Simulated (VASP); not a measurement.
# PIr (F-43m) in VASP: a series of runs

Runs on PIr. Level: PBE. Tasks: single point.

Program: VASP 6.6.1. These are calculated values, not measurements. Logs are shortened: lines on timing, memory, paths and dates and some standing lists are left out, and cuts for length are marked.

## (1) The cell of the first run

It takes space group F-43m (No. 216, cubic). The conventional cell has a = 5.371 Å, b = 5.371 Å, c = 5.371 Å, α = 90.00°, β = 90.00°, γ = 90.00°. Ir (site symmetry -43m) has 4 P at 2.33 Å within 3.1 Å. P (site symmetry -43m) has 4 Ir at 2.33 Å within 3.1 Å.

## (2) Single point, PBE (volume scaled by 1.070)

Contents of INCAR:

```
SYSTEM = PIr
ALGO = Normal
EDIFF = 1E-6
ENCUT = 520
GGA = PE
ISIF = 2
ISMEAR = 0
LASPH = .True.
LCHARG = .False.
LREAL = .False.
LWAVE = .False.
NBANDS = 14
NELM = 100
PREC = Accurate
SIGMA = 0.05
```

Contents of KPOINTS:

```
k-points
0
Gamma
  12 12 12
  0 0 0
```

Contents of POSCAR:

```
PIr
1.0
    0.0000000000      2.6857351837      2.6857351837
    2.6857351837      0.0000000000      2.6857351837
    2.6857351837      2.6857351837      0.0000000000
Ir P
1 1
Direct
    0.0000000000      0.0000000000      0.0000000000
    0.2500000000      0.2500000000      0.2500000000
```

Potentials or basis: VASP PAW PBE potentials, release 64 (Ir, P).

The run is started by

```
cat potpaw_PBE.64/Ir/POTCAR potpaw_PBE.64/P/POTCAR > POTCAR
mpirun -np 1 vasp_std > vasp.out
```

OUTCAR:

```text
SYSTEM = PIr
   EDIFF = 1E-6
   ENCUT = 520
   GGA = PE
   ISIF = 2
   ISMEAR = 0
   LASPH = .True.
   LREAL = .False.
   NELM = 100
   PREC = Accurate

 ion  position               nearest neighbor table
   1  0.000  0.000  0.000-   2 2.33   2 2.33   2 2.33   2 2.33
   2  0.250  0.250  0.250-   1 2.33   1 2.33   1 2.33   1 2.33

  LATTYP: Found a face centered cubic cell.
 ALAT       =     5.3714703674

  Lattice vectors:

 A1 = (   0.0000000000,   2.6857351837,   2.6857351837)
 A2 = (   2.6857351837,   0.0000000000,   2.6857351837)
 A3 = (   2.6857351837,   2.6857351837,   0.0000000000)

Analysis of symmetry for initial positions (statically):
=====================================================================
 Subroutine PRICEL returns:
 Original cell was already a primitive cell.

 Routine SETGRP: Setting up the symmetry group for a
 face centered cubic supercell.

 Subroutine GETGRP returns: Found 24 space group operations
 (whereof 24 operations were pure point group operations)
 out of a pool of 48 trial point group operations.

The static configuration has the point symmetry T_d .

Analysis of symmetry for dynamics (positions and initial velocities):
=====================================================================
 Subroutine PRICEL returns:
 Original cell was already a primitive cell.

 Routine SETGRP: Setting up the symmetry group for a
 face centered cubic supercell.

 Subroutine GETGRP returns: Found 24 space group operations
 (whereof 24 operations were pure point group operations)
 out of a pool of 48 trial point group operations.

The dynamic configuration has the point symmetry T_d .

 Subroutine INISYM returns: Found 24 space group operations
 (whereof 24 operations are pure point group operations),
 and found     1 'primitive' translations

----------------------------------------------------------------------------------------

                                     Primitive cell

  volume of cell :      38.7453

  direct lattice vectors                    reciprocal lattice vectors
     0.000000000  2.685735184  2.685735184    -0.186168764  0.186168764  0.186168764
     2.685735184  0.000000000  2.685735184     0.186168764 -0.186168764  0.186168764
     2.685735184  2.685735184  0.000000000     0.186168764  0.186168764 -0.186168764

  length of vectors
     3.798203122  3.798203122  3.798203122     0.322453758  0.322453758  0.322453758

  position of ions in fractional coordinates (direct lattice)
     0.000000000  0.000000000  0.000000000
     0.250000000  0.250000000  0.250000000

  ion indices of the primitive-cell ions
   primitive index   ion index
                 1           1
                 2           2

----------------------------------------------------------------------------------------

 KPOINTS: k-points

Automatic generation of k-mesh.
 Grid dimensions read from file:
 generate k-points for:   12   12   12

 Generating k-lattice:

  Cartesian coordinates                     Fractional coordinates (reciprocal lattice)
    -0.015514064  0.015514064  0.015514064     0.083333333  0.000000000  0.000000000
     0.015514064 -0.015514064  0.015514064     0.000000000  0.083333333  0.000000000
     0.015514064  0.015514064 -0.015514064     0.000000000  0.000000000  0.083333333

  Length of vectors
     0.026871147  0.026871147  0.026871147

  Shift w.r.t. Gamma in fractional coordinates (k-lattice)
     0.000000000  0.000000000  0.000000000

 Subroutine IBZKPT returns following result:
 ===========================================

 Found     72 irreducible k-points:

 Following reciprocal coordinates:
            Coordinates               Weight
  0.000000  0.000000  0.000000      1.000000
  0.083333  0.000000  0.000000      8.000000
  0.166667  0.000000  0.000000      8.000000
  0.250000  0.000000  0.000000      8.000000
  0.333333  0.000000  0.000000      8.000000
  0.416667  0.000000  0.000000      8.000000
[... 16 lines left out ...]
  0.500000  0.166667  0.000000     24.000000
 -0.416667  0.166667  0.000000     24.000000
 [... further k-points ...]
   k-points           NKPTS =     72   k-points in BZ     NKDIM =     72   number of bands    NBANDS=     14
   number of dos      NEDOS =    301   number of ions     NIONS =      2
   total plane-waves  NPLWV =  21952
   dimension x,y,z NGX =    28 NGY =   28 NGZ =   28
   dimension x,y,z NGXF=    56 NGYF=   56 NGZF=   56
   ions per type =               1   1
   NGX,Y,Z   is equivalent  to a cutoff of  12.26, 12.26, 12.26 a.u.
   NGXF,Y,Z  is equivalent  to a cutoff of  24.51, 24.51, 24.51 a.u.
 SYSTEM =  PIr
   PREC   = accura    normal or accurate (medium, high low for compatibility)
   ISTART =      0    job   : 0-new  1-cont  2-samecut
   ICHARG =      2    charge: 1-file 2-atom 10-const
   ISPIN  =      1    spin polarized calculation?
   LNONCOLLINEAR =      F non collinear calculations
   LSORBIT =      F    spin-orbit coupling
   LASPH  =      T    aspherical Exc in radial PAW
   ENCUT  =  520.0 eV  38.22 Ry    6.18 a.u.   7.06  7.06  7.06*2*pi/ulx,y,z
   NELM   =    100;   NELMIN=  2; NELMDL= -5     # of ELM steps
   EDIFF  = 0.1E-05   stopping-criterion for ELM
   LREAL  =      F    real-space projection
   EDIFFG = 0.1E-04   stopping-criterion for IOM
   NSW    =      0    number of steps for IOM
   IBRION =     -1    ionic relax: 0-MD 1-quasi-New 2-CG
   NFREE  =      0    steps in history (QN), initial steepest desc. (CG)
   ISIF   =      2    stress and relaxation
   ISYM   =      2    0-nonsym 1-usesym 2-fastsym
   POTIM  = 0.5000    time-step for ionic-motion
   TEBEG  =    0.0;   TEEND  =   0.0 temperature during run
   PSTRESS=    0.0 pullay stress
   NELECT =      14.0000    total number of electrons
   NUPDOWN=      -1.0000    fix difference up-down
   EMIN   =  10.00;   EMAX   =-10.00  energy-range for DOS
   EFERMI =   0.00;   METHOD = LEGACY
   ISMEAR =     0;   SIGMA  =   0.05  broadening in eV -4-tet -1-fermi 0-gaus
   EFERMI_NEDOS =   21; number of points for ismear=-14 and -15
   IALGO  =     38    algorithm
   IMIX   =      4    mixing-type and parameters
     AMIX     =   0.40;   BMIX     =  1.00
     AMIX_MAG =   1.60;   BMIX_MAG =  1.00
  volume/ion in A,a.u.               =      19.37       130.73
  Fermi-wavevector in a.u.,A,eV,Ry     =   1.166033  2.203484 18.498942  1.359634
  Thomas-Fermi vector in A             =   2.302552
   LORBIT       =      0    0 simple, 1 ext, 2 COOP (PROOUT), +10 PAW based schemes
   GGA     = PE    functional components
   LHFCALC =     F    Hartree Fock is set to
   AEXX    =    0.0000 exact exchange contribution
   IVDW    =     0    specifies the selected vdW correction
   LEPSILON=     F    determine dielectric tensor
   LRPA    =     F    only Hartree local field effects (RPA)
 non-spin polarized calculation
 Gauss-broadening in eV      SIGMA  =   0.05
  energy-cutoff  :      520.00
  volume of cell :       38.75
 maximum number of plane-waves:      1056
   NGX = 15   NGY = 15   NGZ = 15

 number of electron      13.9999999 magnetization

 Free energy of the ion-electron system (eV)
  ---------------------------------------------------
  ext. energy  EPLUGINS =         0.00000000
  ---------------------------------------------------
  free energy    TOTEN  =       -14.94546446 eV

  energy without entropy =      -14.94360462  energy(sigma->0) =      -14.94453454

 E-fermi :   5.9616     XC(G=0): -10.7456

 val. band max:        5.9588397444   @ k =   0.3333   0.0833   0.0000
 cond. band min:       5.9773110699   @ k =  -0.1667   0.2500   0.0833
 fundamental gap:      0.0184713255
 Fermi energy:         5.9615853391

 k-point     1 :       0.0000    0.0000    0.0000
  band No.  band energies     occupation
      1      -6.7587      2.00000
      2       0.6701      2.00000
      3       0.6701      2.00000
      4       0.6701      2.00000
      5       3.4412      2.00000
      6       3.4412      2.00000
      7       9.2579      0.00000
      8      10.7253      0.00000
      9      10.7253      0.00000
     10      10.7253      0.00000
     11      13.2167      0.00000
     12      13.2167      0.00000
     13      13.2167      0.00000
     14      18.8238      0.00000

 k-point     2 :       0.0833    0.0000    0.0000
  band No.  band energies     occupation
      1      -6.6796      2.00000
      2       0.6062      2.00000
      3       0.7086      2.00000
      4       0.7086      2.00000
      5       3.4245      2.00000
      6       3.4245      2.00000
      7       9.2550      0.00000
      8      10.3595      0.00000
      9      10.5804      0.00000
     10      10.5804      0.00000
     11      13.1447      0.00000
     12      13.3570      0.00000
     13      13.3570      0.00000
     14      19.1451      0.00000

 k-point     3 :       0.1667    0.0000    0.0000
  band No.  band energies     occupation
      1      -6.4557      2.00000
      2       0.4549      2.00000
      3       0.8096      2.00000
      4       0.8096      2.00000
      5       3.3992      2.00000
      6       3.3992      2.00000
      7       8.4346      0.00000
      8      10.1724      0.00000
      9      10.1724      0.00000
     10      10.3042      0.00000
     11      13.1160      0.00000
     12      13.7234      0.00000
     13      13.7234      0.00000
     14      18.8043      0.00000
[... 324 lines left out ...]
 k-point    23 :       0.5000    0.1667    0.0000
  band No.  band energies     occupation
      1      -5.2694      2.00000
      2       0.3097      2.00000
      3       1.0894      2.00000
      4       1.3351      2.00000
      5       3.4367      2.00000
      6       3.8042      2.00000
      7       4.2682      2.00000
      8       7.5581      0.00000
      9       7.6672      0.00000
     10      11.6019      0.00000
     11      13.8679      0.00000
     12      15.2413      0.00000
     13      16.1854      0.00000
     14      18.4349      0.00000

 k-point    24 :      -0.4167    0.1667    0.0000
  band No.  band energies     occupation
      1      -5.2422      2.00000
      2       0.4539      2.00000
      3       0.9759      2.00000
      4       1.3202      2.00000
      5       3.4282      2.00000
      6       3.6101      2.00000
      7       4.4236      2.00000
      8       7.1522      0.00000
      9       8.0228      0.00000
     10      11.5641      0.00000
     11      13.9448      0.00000
     12      15.0489      0.00000
     13      16.6212      0.00000
     14      18.4722      0.00000

 [... further k-points ...]
[... 5 lines left out ...]
  --------------------------------------------------------------------------------------
  -------------------------------------------------------------------------------------
  Total       -2.3141382     -2.3141382     -2.3141382      0.0000000     -0.0000000     -0.0000000
  in kB      -95.6930310    -95.6930310    -95.6930310      0.0000000     -0.0000000     -0.0000000
  external PRESSURE =     -95.6930310 kB  Pullay stress =       0.0000000 kB

 VOLUME and BASIS-vectors are now :
 -----------------------------------------------------------------------------
  energy-cutoff  :      520.00
  volume of cell :       38.75
      direct lattice vectors                 reciprocal lattice vectors
     0.000000000  2.685735184  2.685735184    -0.186168764  0.186168764  0.186168764
     2.685735184  0.000000000  2.685735184     0.186168764 -0.186168764  0.186168764
     2.685735184  2.685735184  0.000000000     0.186168764  0.186168764 -0.186168764

 POSITION                                       TOTAL-FORCE (eV/Angst)
 -----------------------------------------------------------------------------------
      0.00000      0.00000      0.00000        -0.000000      0.000000     -0.000000
      1.34287      1.34287      1.34287         0.000000     -0.000000      0.000000
 -----------------------------------------------------------------------------------
    total drift:                                0.000000      0.000000      0.000000

  FREE ENERGIE OF THE ION-ELECTRON SYSTEM (eV)
  ---------------------------------------------------
  free  energy   TOTEN  =       -14.9454644640 eV

  energy  without entropy=      -14.9436046183  energy(sigma->0) =      -14.94453454
```

Wall time 30 s (1 thread of AMD EPYC 7R43 (Zen 3), shared host); peak memory 0.15 GiB.

Results:

```
Free energy            : -14.9455 eV
Pressure               : -9.6 GPa
Band gap on the k mesh : zero (band 7 reaches 9.33 eV, above the bottom of band 8 at 5.47 eV)
```

Levels at points of the mesh, in eV from the Fermi level:
```tsv
k point	band 5	band 6	band 7	band 8	band 9	band 10
(0.00, 0.00, 0.00)	-2.52	-2.52	3.30	4.76	4.76	4.76
(0.50, 0.00, 0.00)	-2.20	-2.20	-1.87	2.24	2.24	4.61
(0.50, 0.50, 0.00)	-2.73	-1.86	-1.77	-0.32	-0.32	6.56
```

Caveat: spin-orbit coupling is left out, which moves the levels of the heavy elements.

[end of part 1 of 2]
